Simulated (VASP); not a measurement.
# Cd2Ni3O8 (C2/m) in VASP: single point with LDA

Aim: the single point of Cd2Ni3O8 with LDA.

Everything below comes from runs of VASP 6.6.1. Logs are shortened: lines on timing, memory, paths and dates and some standing lists are left out, and cuts for length are marked.

## (1) The cell of the first run

Symmetry: C2/m, No. 12, monoclinic system. Conventional cell: a = 10.785 Å, b = 5.797 Å, c = 4.923 Å, α = 90.00°, β = 109.51°, γ = 90.00°. Within 2.5 Å of Ni (site symmetry 2) lie 6 O at 1.85 to 1.90 Å. Within 2.5 Å of Ni (site symmetry 2/m) lie 6 O at 1.85 to 1.87 Å. Within 2.5 Å of O (site symmetry m) lie 3 Ni at 1.87 to 1.90 Å and 3 O at 2.30 to 2.36 Å and 1 Cd at 2.49 Å. Within 2.9 Å of O (site symmetry 1) lie 2 Ni at 1.85 Å and 2 Cd at 2.20 to 2.52 Å and 7 O at 2.36 to 2.88 Å. Within 2.5 Å of O (site symmetry m) lie 2 Ni at 1.86 Å and 1 Cd at 2.16 Å and 1 O at 2.47 Å. Cd (site symmetry m) has 6 O at 2.16 to 2.52 Å within 2.9 Å.

## (2) Single point, LDA

INCAR

```
PREC = Accurate ; ENCUT = 520
EDIFF = 1E-6 ; ISMEAR = -1
SIGMA = 0.1 ; LREAL = F
LASPH = T ; NELM = 100
ALGO = Normal ; ISIF = 2
LWAVE = F ; LCHARG = T
LELF = T ; LVHAR = T
NBANDS = 63
```

KPOINTS

```
regular mesh
0
Gamma
  5 5 5
```

POSCAR

```
Cd2Ni3O8
1.0
    0.0000000000      5.7969520000      0.0000000000
    5.3927230000     -2.8984760000      0.0000000000
    1.6440170000      0.0000000000     -4.6399770000
Ni O Cd
3 8 2
Direct
    0.2610000000      0.0000000000      0.0000000000
    0.7390000000      0.0000000000      0.0000000000
    0.0000000000      0.0000000000      0.5000000000
    0.0820000000      0.1640000000      0.1010000000
    0.9180000000      0.8360000000      0.8990000000
    0.3240000000      0.1820000000      0.6100000000
    0.1420000000      0.8180000000      0.3900000000
    0.6760000000      0.8180000000      0.3900000000
    0.8580000000      0.1820000000      0.6100000000
    0.6010000000      0.2020000000      0.0660000000
    0.3990000000      0.7980000000      0.9340000000
    0.7202000000      0.4404000000      0.3430000000
    0.2798000000      0.5596000000      0.6570000000
```

Potentials or basis: VASP PAW LDA potentials, release 64 (Ni, O, Cd).

Launch:

```sh
$ cat potpaw_LDA.64/Ni/POTCAR potpaw_LDA.64/O/POTCAR potpaw_LDA.64/Cd/POTCAR > POTCAR
$ mpirun -np 1 vasp_std > vasp.out
```

OUTCAR:

```text
PREC = Accurate
   ENCUT = 520
   EDIFF = 1E-6
   ISMEAR = -1
   LREAL = F
   LASPH = T
   NELM = 100
   ISIF = 2

 ion  position               nearest neighbor table
   1  0.261  0.000  0.000-   7 1.85   6 1.85  10 1.86  11 1.86   4 1.90   5 1.90   2 2.77   3 2.89
                             3 2.89   2 3.03  13 3.29  12 3.29
   2  0.739  0.000  0.000-   9 1.85   8 1.85  10 1.86  11 1.86   4 1.90   5 1.90   1 2.77   3 2.89
                             3 2.89   1 3.03  13 3.29  12 3.29
   3  0.000  0.000  0.500-   6 1.85   8 1.85   7 1.85   9 1.85   4 1.87   5 1.87   1 2.89   2 2.89
                             1 2.89   2 2.89  13 3.36  12 3.36
   4  0.082  0.164  0.101-   3 1.87   2 1.90   1 1.90  13 2.49
   5  0.918  0.836  0.899-   3 1.87   2 1.90   1 1.90  12 2.49
   6  0.324  0.182  0.610-   1 1.85   3 1.85  12 2.20  13 2.52
   7  0.142  0.818  0.390-   1 1.85   3 1.85  13 2.20  12 2.52
   8  0.676  0.818  0.390-   2 1.85   3 1.85  13 2.20  12 2.52
   9  0.858  0.182  0.610-   2 1.85   3 1.85  12 2.20  13 2.52
  10  0.601  0.202  0.066-   1 1.86   2 1.86  12 2.16
  11  0.399  0.798  0.934-   1 1.86   2 1.86  13 2.16
  12  0.720  0.440  0.343-  10 2.16   9 2.20   6 2.20   5 2.49   8 2.52   7 2.52   1 3.29   2 3.29
                             3 3.36  13 3.44  13 3.44
  13  0.280  0.560  0.657-  11 2.16   7 2.20   8 2.20   4 2.49   6 2.52   9 2.52   1 3.29   2 3.29
                             3 3.36  12 3.44  12 3.44

  LATTYP: Found a base centered monoclinic cell.
 ALAT       =    10.7854460000
 B/A-ratio  =     0.5374791177
 C/A-ratio  =     0.4564131205
 COS(beta)  =    -0.3339720133

  Lattice vectors:

 A1 = (  -5.3927230000,  -2.8984760000,   0.0000000000)
 A2 = (  -5.3927230000,   2.8984760000,   0.0000000000)
 A3 = (   1.6440170000,   0.0000000000,  -4.6399770000)

Analysis of symmetry for initial positions (statically):
=====================================================================
 Subroutine PRICEL returns:
 Original cell was already a primitive cell.

 Routine SETGRP: Setting up the symmetry group for a
 base centered monoclinic supercell.

 Subroutine GETGRP returns: Found  4 space group operations
 (whereof  4 operations were pure point group operations)
 out of a pool of  4 trial point group operations.

The static configuration has the point symmetry C_2h.

Analysis of symmetry for dynamics (positions and initial velocities):
=====================================================================
 Subroutine PRICEL returns:
 Original cell was already a primitive cell.

 Routine SETGRP: Setting up the symmetry group for a
 base centered monoclinic supercell.

 Subroutine GETGRP returns: Found  4 space group operations
 (whereof  4 operations were pure point group operations)
 out of a pool of  4 trial point group operations.

The dynamic configuration has the point symmetry C_2h.

 Subroutine INISYM returns: Found  4 space group operations
 (whereof  4 operations are pure point group operations),
 and found     1 'primitive' translations

----------------------------------------------------------------------------------------

                                     Primitive cell

  volume of cell :     145.0520

  direct lattice vectors                    reciprocal lattice vectors
     0.000000000  5.796952000  0.000000000     0.092717538  0.172504447  0.032851285
     5.392723000 -2.898476000  0.000000000     0.185435076  0.000000000  0.065702571
     1.644017000  0.000000000 -4.639977000     0.000000000  0.000000000 -0.215518310

  length of vectors
     5.796952000  6.122305487  4.922619065     0.198578783  0.196730768  0.215518310

  position of ions in fractional coordinates (direct lattice)
     0.261000000  0.000000000  0.000000000
     0.739000000  0.000000000  0.000000000
     0.000000000  0.000000000  0.500000000
     0.082000000  0.164000000  0.101000000
     0.918000000  0.836000000  0.899000000
     0.324000000  0.182000000  0.610000000
     0.142000000  0.818000000  0.390000000
     0.676000000  0.818000000  0.390000000
     0.858000000  0.182000000  0.610000000
     0.601000000  0.202000000  0.066000000
[... 26 lines left out ...]
 generate k-points for:    5    5    5

 Generating k-lattice:

  Cartesian coordinates                     Fractional coordinates (reciprocal lattice)
     0.018543508  0.034500889  0.006570257     0.200000000  0.000000000  0.000000000
     0.037087015  0.000000000  0.013140514     0.000000000  0.200000000  0.000000000
     0.000000000  0.000000000 -0.043103662     0.000000000  0.000000000  0.200000000

  Length of vectors
     0.039715757  0.039346154  0.043103662

  Shift w.r.t. Gamma in fractional coordinates (k-lattice)
     0.000000000  0.000000000  0.000000000

 Subroutine IBZKPT returns following result:
 ===========================================

 Found     39 irreducible k-points:

 Following reciprocal coordinates:
            Coordinates               Weight
  0.000000  0.000000  0.000000      1.000000
  0.200000 -0.000000  0.000000      4.000000
  0.400000 -0.000000  0.000000      4.000000
  0.000000  0.200000  0.000000      2.000000
  0.200000  0.200000  0.000000      4.000000
  0.400000  0.200000  0.000000      4.000000
[... 16 lines left out ...]
  0.200000 -0.400000  0.200000      4.000000
  0.000000 -0.200000  0.200000      2.000000
 [... further k-points ...]
   k-points           NKPTS =     39   k-points in BZ     NKDIM =     39   number of bands    NBANDS=     63
   number of dos      NEDOS =    301   number of ions     NIONS =     13
   total plane-waves  NPLWV =  92160
   dimension x,y,z NGX =    48 NGY =   48 NGZ =   40
   dimension x,y,z NGXF=    96 NGYF=   96 NGZF=   80
   ions per type =               3   8   2
   NGX,Y,Z   is equivalent  to a cutoff of  13.77, 13.03, 13.51 a.u.
   NGXF,Y,Z  is equivalent  to a cutoff of  27.53, 26.07, 27.02 a.u.
 SYSTEM =  unknown system
   PREC   = accura    normal or accurate (medium, high low for compatibility)
   ISTART =      0    job   : 0-new  1-cont  2-samecut
   ICHARG =      2    charge: 1-file 2-atom 10-const
   ISPIN  =      1    spin polarized calculation?
   LNONCOLLINEAR =      F non collinear calculations
   LSORBIT =      F    spin-orbit coupling
   LASPH  =      T    aspherical Exc in radial PAW
   ENCUT  =  520.0 eV  38.22 Ry    6.18 a.u.  10.78 11.38  9.15*2*pi/ulx,y,z
   NELM   =    100;   NELMIN=  2; NELMDL= -5     # of ELM steps
   EDIFF  = 0.1E-05   stopping-criterion for ELM
   LREAL  =      F    real-space projection
   EDIFFG = 0.1E-04   stopping-criterion for IOM
   NSW    =      0    number of steps for IOM
   IBRION =     -1    ionic relax: 0-MD 1-quasi-New 2-CG
   NFREE  =      0    steps in history (QN), initial steepest desc. (CG)
   ISIF   =      2    stress and relaxation
   ISYM   =      2    0-nonsym 1-usesym 2-fastsym
   POTIM  = 0.5000    time-step for ionic-motion
   TEBEG  =    0.0;   TEEND  =   0.0 temperature during run
   PSTRESS=    0.0 pullay stress
   NELECT =     102.0000    total number of electrons
   NUPDOWN=      -1.0000    fix difference up-down
   EMIN   =  10.00;   EMAX   =-10.00  energy-range for DOS
   EFERMI =   0.00;   METHOD = LEGACY
   ISMEAR =    -1;   SIGMA  =   0.10  broadening in eV -4-tet -1-fermi 0-gaus
   EFERMI_NEDOS =   21; number of points for ismear=-14 and -15
   IALGO  =     38    algorithm
   IMIX   =      4    mixing-type and parameters
     AMIX     =   0.40;   BMIX     =  1.00
     AMIX_MAG =   1.60;   BMIX_MAG =  1.00
  volume/ion in A,a.u.               =      11.16        75.30
  Fermi-wavevector in a.u.,A,eV,Ry     =   1.455795  2.751054 28.835374  2.119340
  Thomas-Fermi vector in A             =   2.572788
   LORBIT       =      0    0 simple, 1 ext, 2 COOP (PROOUT), +10 PAW based schemes
   GGA     = CA    functional components
   LHFCALC =     F    Hartree Fock is set to
   AEXX    =    0.0000 exact exchange contribution
   IVDW    =     0    specifies the selected vdW correction
   LEPSILON=     F    determine dielectric tensor
   LRPA    =     F    only Hartree local field effects (RPA)
 non-spin polarized calculation
  energy-cutoff  :      520.00
  volume of cell :      145.05
 maximum number of plane-waves:      3927
 NGX is ok and might be reduce to    48
   NGX = 21   NGY = 23   NGZ = 19

 number of electron     101.9999992 magnetization

 Free energy of the ion-electron system (eV)
  ---------------------------------------------------
  ext. energy  EPLUGINS =         0.00000000
  ---------------------------------------------------
  free energy    TOTEN  =       -78.87014390 eV

  energy without entropy =      -78.80210906  energy(sigma->0) =      -78.83612648

 E-fermi :   2.9966     XC(G=0): -11.7343

 val. band max:        2.7601196327   @ k =   0.2000  -0.0000   0.0000
 cond. band min:       3.1579329816   @ k =  -0.4000   0.2000   0.4000
 fundamental gap:      0.3978133489
 Fermi energy:         2.9965950669

 k-point     1 :       0.0000    0.0000    0.0000
  band No.  band energies     occupation
      1     -16.6795      2.00000
      2     -14.9419      2.00000
      3     -14.7990      2.00000
      4     -14.6244      2.00000
      5     -14.4031      2.00000
      6     -14.2415      2.00000
[... 1573 lines left out ...]
     62      11.6370      0.00000
     63      11.8173      0.00000

 [... further k-points ...]

------------------------ aborting loop because EDIFF is reached ----------------------------------------

  FORCE on cell =-STRESS in cart. coord.  units (eV):
  Direction    XX          YY          ZZ          XY          YZ          ZX
  --------------------------------------------------------------------------------------
  -------------------------------------------------------------------------------------
  Total       -5.8384044     -9.1002786     -6.4701207      0.0000000      0.0000000      1.6422536
  in kB      -64.4883276   -100.5174876    -71.4659743      0.0000000      0.0000000     18.1395776
  external PRESSURE =     -78.8239298 kB  Pullay stress =       0.0000000 kB

 VOLUME and BASIS-vectors are now :
 -----------------------------------------------------------------------------
  energy-cutoff  :      520.00
  volume of cell :      145.05
      direct lattice vectors                 reciprocal lattice vectors
     0.000000000  5.796952000  0.000000000     0.092717538  0.172504447  0.032851285
     5.392723000 -2.898476000  0.000000000     0.185435076  0.000000000  0.065702571
     1.644017000  0.000000000 -4.639977000     0.000000000  0.000000000 -0.215518310

 POSITION                                       TOTAL-FORCE (eV/Angst)
 -----------------------------------------------------------------------------------
      0.00000      1.51300      0.00000        -0.000000     -0.798993      0.000000
      0.00000      4.28395      0.00000        -0.000000      0.798993      0.000000
      0.82201      0.00000     -2.31999        -0.000000     -0.000000      0.000000
      1.05045      0.00000     -0.46864         1.480728     -0.000000      0.496150
      5.98629      2.89848     -4.17134        -1.480728     -0.000000     -0.496150
      1.98433      1.35069     -2.83039         1.198788     -0.500686     -0.116605
      5.05241     -1.54779     -1.80959        -1.198788     -0.500686      0.116605
      5.05241      1.54779     -1.80959        -1.198788      0.500686      0.116605
      1.98433      4.44626     -2.83039         1.198788      0.500686     -0.116605
      1.19784      2.89848     -0.30624        -0.912400     -0.000000      1.029864
      5.83890      0.00000     -4.33374         0.912400     -0.000000     -1.029864
      2.93885      2.89848     -1.59151         0.543179     -0.000000     -0.009609
      4.09789      0.00000     -3.04846        -0.543179     -0.000000      0.009609
 -----------------------------------------------------------------------------------
    total drift:                                0.000000      0.000000     -0.000000

  FREE ENERGIE OF THE ION-ELECTRON SYSTEM (eV)
  ---------------------------------------------------
  free  energy   TOTEN  =       -78.8701439033 eV

  energy  without entropy=      -78.8021090581  energy(sigma->0) =      -78.83612648
```

Run time: 12 min. Hardware: 1 thread of AMD EPYC 7R13 (Zen 3), shared host; peak memory 0.39 GiB.

What came out:

```yaml
Free_energy: -78.8701 eV
Pressure: -7.9 GPa
Largest_force: 1.562 eV/Å
Band_gap_on_the_k_mesh: 0.40 eV (least direct gap 0.53 eV)
```

Forces on the atoms (eV/Å):
```
Ni   0.000 -0.799  0.000
Ni   0.000  0.799  0.000
Ni   0.000  0.000  0.000
O    1.481  0.000  0.496
O   -1.481  0.000 -0.496
O    1.199 -0.501 -0.117
O   -1.199 -0.501  0.117
O   -1.199  0.501  0.117
O    1.199  0.501 -0.117
O   -0.912  0.000  1.030
O    0.912  0.000 -1.030
Cd   0.543  0.000 -0.010
Cd  -0.543  0.000  0.010
```

Stress tensor (GPa, compression positive):
```
 -6.45   0.00   1.81
  0.00 -10.05   0.00
  1.81   0.00  -7.15
```

Levels at points of the mesh, in eV from the valence-band top:
| k point | band 49 | band 50 | band 51 | band 52 | band 53 | band 54 |
| --- | --- | --- | --- | --- | --- | --- |
| (0.00, 0.00, 0.00) | -0.40 | -0.13 | -0.09 | 0.66 | 0.80 | 1.38 |

Caveat: the cell stands under tension; the run has no spin polarisation, though such a crystal can be magnetic; forces of over 1 eV/Å act on the atoms, so gaps and moduli don't describe the material at rest.
